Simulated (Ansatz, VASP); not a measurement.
**Two plane-wave programs on Be2SbCl**

```
Be Sb Cl
1.0
     2.36787   -2.57229    0.00000
     2.36787    2.57229    0.00000
     0.00000    0.00000    6.67212
Be Sb Cl
2 1 1
Cartesian
  2.3679 0.0000 4.3411
  2.3679 0.0000 2.3310
  2.3679 0.0000 0.0000
  0.0000 0.0000 3.3361
```

Alike in both runs: functional PBE; k mesh 14 × 14 × 8; occupations gaussian, width 0.1 eV; no spin polarisation.

Ansatz relaxed the structure, and its values are those at the end. VASP's run is a single point on that final structure, the one shown.

|  | VASP | Ansatz |
| --- | --- | --- |
| version | VASP 6.6.1 | Ansatz 0.2.0 |
| potentials or method | VASP PAW PBE potentials, release 64 (Be, Sb, Cl), cutoff 520 eV | scalar-relativistic, plane waves, PAW |
| valence electrons in the cell | 16 | 26 |

```tsv
	VASP	Ansatz	Ansatz less VASP
gap on the k mesh at the Fermi level (eV)	none	none	-
pressure (GPa)	0.1	0.0	-0.12
rms of the force components (eV/Å)	0.012	0.000	-0.0121
```

A gap of «none» marks a metal or a gap that the smearing closes. VASP's potentials hold 16 valence electrons a cell and Ansatz's 26, so a difference there can come from the potentials and not from the codes.

Spin-orbit coupling is off throughout.
